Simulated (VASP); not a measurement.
# MgO (rock salt type) (Fm-3m) in VASP: a series of runs

MgO (rock salt type) is run at these levels: r2SCAN; tasks: single point.

All numbers are computed with VASP 6.6.1; they aren't measurements. Logs are shortened: lines on timing, memory, paths and dates and some standing lists are left out, and cuts for length are marked.

### 1 The cell of the first run

It takes space group Fm-3m (No. 225, cubic). The conventional cell has a = 4.182 Å, b = 4.182 Å, c = 4.182 Å, α = 90.00°, β = 90.00°, γ = 90.00°. Mg (site symmetry m-3m) has 6 O at 2.09 Å within 2.8 Å. Within 2.8 Å of O (site symmetry m-3m) lie 6 Mg at 2.09 Å.

### 2 Single point, r2SCAN

File POSCAR:

```
MgO
1.0
    0.0000000000      2.0910889566      2.0910889566
    2.0910889566      0.0000000000      2.0910889566
    2.0910889566      2.0910889566      0.0000000000
Mg O
1 1
Direct
    0.0000000000      0.0000000000      0.0000000000
    0.5000000000      0.5000000000      0.5000000000
```

File INCAR.step1:

```
ALGO = Normal
EDIFF = 1E-4
ENCUT = 520
GGA = PE
ISMEAR = -1
LASPH = T
LCHARG = F
LREAL = F
LWAVE = T
NBANDS = 11
NELM = 60
PREC = Accurate
SIGMA = 0.1
```

File INCAR.step2:

```
ALGO = Normal
EDIFF = 1E-7
ENCUT = 520
ISIF = 2
ISMEAR = -1
ISTART = 1
LASPH = T
LCHARG = F
LMIXTAU = T
LREAL = F
LWAVE = F
METAGGA = R2SCAN
NBANDS = 11
NELM = 60
PREC = Accurate
SIGMA = 0.1
```

File KPOINTS:

```
k-points
0
Gamma
  14 14 14
```

Potentials or basis: VASP PAW PBE potentials, release 64 (Mg, O).

On the command line:

```
cat potpaw_PBE.64/Mg/POTCAR potpaw_PBE.64/O/POTCAR > POTCAR
cp INCAR.step1 INCAR
mpirun -np 1 vasp_std > vasp.out
cp INCAR.step2 INCAR
mpirun -np 1 vasp_std > vasp.out
```

OUTCAR:

```text
EDIFF = 1E-7
   ENCUT = 520
   ISIF = 2
   ISMEAR = -1
   ISTART = 1
   LASPH = T
   LREAL = F
   METAGGA = R2SCAN
   NELM = 60
   PREC = Accurate

 ion  position               nearest neighbor table
   1  0.000  0.000  0.000-   2 2.09   2 2.09   2 2.09   2 2.09   2 2.09   2 2.09
   2  0.500  0.500  0.500-   1 2.09   1 2.09   1 2.09   1 2.09   1 2.09   1 2.09

  LATTYP: Found a face centered cubic cell.
 ALAT       =     4.1821779132

  Lattice vectors:

 A1 = (   0.0000000000,   2.0910889566,   2.0910889566)
 A2 = (   2.0910889566,   0.0000000000,   2.0910889566)
 A3 = (   2.0910889566,   2.0910889566,   0.0000000000)

Analysis of symmetry for initial positions (statically):
=====================================================================
 Subroutine PRICEL returns:
 Original cell was already a primitive cell.

 Routine SETGRP: Setting up the symmetry group for a
 face centered cubic supercell.

 Subroutine GETGRP returns: Found 48 space group operations
 (whereof 48 operations were pure point group operations)
 out of a pool of 48 trial point group operations.

The static configuration has the point symmetry O_h .

Analysis of symmetry for dynamics (positions and initial velocities):
=====================================================================
 Subroutine PRICEL returns:
 Original cell was already a primitive cell.

 Routine SETGRP: Setting up the symmetry group for a
 face centered cubic supercell.

 Subroutine GETGRP returns: Found 48 space group operations
 (whereof 48 operations were pure point group operations)
 out of a pool of 48 trial point group operations.

The dynamic configuration has the point symmetry O_h .

 Subroutine INISYM returns: Found 48 space group operations
 (whereof 48 operations are pure point group operations),
 and found     1 'primitive' translations

----------------------------------------------------------------------------------------

                                     Primitive cell

  volume of cell :      18.2872

  direct lattice vectors                    reciprocal lattice vectors
     0.000000000  2.091088957  2.091088957    -0.239109866  0.239109866  0.239109866
     2.091088957  0.000000000  2.091088957     0.239109866 -0.239109866  0.239109866
     2.091088957  2.091088957  0.000000000     0.239109866  0.239109866 -0.239109866

  length of vectors
     2.957246363  2.957246363  2.957246363     0.414150436  0.414150436  0.414150436

  position of ions in fractional coordinates (direct lattice)
     0.000000000  0.000000000  0.000000000
[... 81 lines left out ...]
   NSW    =      0    number of steps for IOM
   IBRION =     -1    ionic relax: 0-MD 1-quasi-New 2-CG
   NFREE  =      0    steps in history (QN), initial steepest desc. (CG)
   ISIF   =      2    stress and relaxation
   ISYM   =      2    0-nonsym 1-usesym 2-fastsym
   POTIM  = 0.5000    time-step for ionic-motion
   TEBEG  =    0.0;   TEEND  =   0.0 temperature during run
   PSTRESS=    0.0 pullay stress
   NELECT =       8.0000    total number of electrons
   NUPDOWN=      -1.0000    fix difference up-down
   EMIN   =  10.00;   EMAX   =-10.00  energy-range for DOS
   EFERMI =   0.00;   METHOD = LEGACY
   ISMEAR =    -1;   SIGMA  =   0.10  broadening in eV -4-tet -1-fermi 0-gaus
   EFERMI_NEDOS =   21; number of points for ismear=-14 and -15
   IALGO  =     38    algorithm
   IMIX   =      4    mixing-type and parameters
     AMIX     =   0.40;   BMIX     =  1.00
     AMIX_MAG =   1.60;   BMIX_MAG =  1.00
  volume/ion in A,a.u.               =       9.14        61.70
  Fermi-wavevector in a.u.,A,eV,Ry     =   1.242765  2.348485 21.013717  1.544465
  Thomas-Fermi vector in A             =   2.377105
   LORBIT       =      0    0 simple, 1 ext, 2 COOP (PROOUT), +10 PAW based schemes
   METAGGA = R2SCAN    functional components
   LHFCALC =     F    Hartree Fock is set to
   AEXX    =    0.0000 exact exchange contribution
   IVDW    =     0    specifies the selected vdW correction
   LEPSILON=     F    determine dielectric tensor
   LRPA    =     F    only Hartree local field effects (RPA)
 non-spin polarized calculation
  energy-cutoff  :      520.00
  volume of cell :       18.29
 maximum number of plane-waves:       531
 NGX is ok and might be reduce to    24
   NGX = 11   NGY = 11   NGZ = 11

 number of electron       8.0000003 magnetization

 Free energy of the ion-electron system (eV)
  ---------------------------------------------------
  ext. energy  EPLUGINS =         0.00000000
  ---------------------------------------------------
  free energy    TOTEN  =       -16.16029190 eV

  energy without entropy =      -16.16029190  energy(sigma->0) =      -16.16029190

 E-fermi :   4.9263     XC(G=0): -11.7053

 val. band max:        2.9343854547   @ k =   0.0000   0.0000   0.0000
 cond. band min:       8.7574252285   @ k =   0.0000   0.0000   0.0000
 fundamental gap:      5.8230397738
 Fermi energy:         4.9262897627

 k-point     1 :       0.0000    0.0000    0.0000
  band No.  band energies     occupation
      1     -15.3767      2.00000
      2       2.9344      2.00000
      3       2.9344      2.00000
      4       2.9344      2.00000
      5       8.7574      0.00000
      6      19.8937      0.00000
      7      19.8937      0.00000
      8      19.8937      0.00000
      9      24.1008      0.00000
     10      25.8917      0.00000
     11      25.8917      0.00000
[... 309 lines left out ...]
 k-point    24 :       0.2857    0.1429    0.0000
  band No.  band energies     occupation
      1     -14.6790      2.00000
      2       0.2694      2.00000
      3       2.2728      2.00000
      4       2.3223      2.00000
      5      11.7784      0.00000
      6      15.9348      0.00000
      7      20.3104      0.00000
      8      21.3022      0.00000
      9      22.4648      0.00000
     10      26.7281      0.00000
     11      29.1708      0.00000

 [... further k-points ...]
[... 5 lines left out ...]
  --------------------------------------------------------------------------------------
  -------------------------------------------------------------------------------------
  Total        0.1810685      0.1810685      0.1810685      0.0000000      0.0000000      0.0000000
  in kB       15.8637541     15.8637541     15.8637541      0.0000000      0.0000000      0.0000000
  external PRESSURE =      15.8637541 kB  Pullay stress =       0.0000000 kB

 VOLUME and BASIS-vectors are now :
 -----------------------------------------------------------------------------
  energy-cutoff  :      520.00
  volume of cell :       18.29
      direct lattice vectors                 reciprocal lattice vectors
     0.000000000  2.091088957  2.091088957    -0.239109866  0.239109866  0.239109866
     2.091088957  0.000000000  2.091088957     0.239109866 -0.239109866  0.239109866
     2.091088957  2.091088957  0.000000000     0.239109866  0.239109866 -0.239109866

 POSITION                                       TOTAL-FORCE (eV/Angst)
 -----------------------------------------------------------------------------------
      0.00000      0.00000      0.00000         0.000000     -0.000000      0.000000
      2.09109      2.09109      2.09109        -0.000000      0.000000      0.000000
 -----------------------------------------------------------------------------------
    total drift:                               -0.000000     -0.000000      0.000000

  FREE ENERGIE OF THE ION-ELECTRON SYSTEM (eV)
  ---------------------------------------------------
  free  energy   TOTEN  =       -16.1602919045 eV

  energy  without entropy=      -16.1602919043  energy(sigma->0) =      -16.16029190
```

Run time: 41 s. Hardware: 1 thread of Intel Xeon Platinum 8559C (Emerald Rapids), shared host; peak memory 0.16 GiB.

Results:

* Free energy: -16.1603 eV
* Pressure: 1.6 GPa
* Band gap on the k mesh: 5.82 eV

Caveat: the PAW data sets were made with another functional, which shifts forces and pressure a little. A k mesh can miss the band edges.

[end of part 1 of 2]
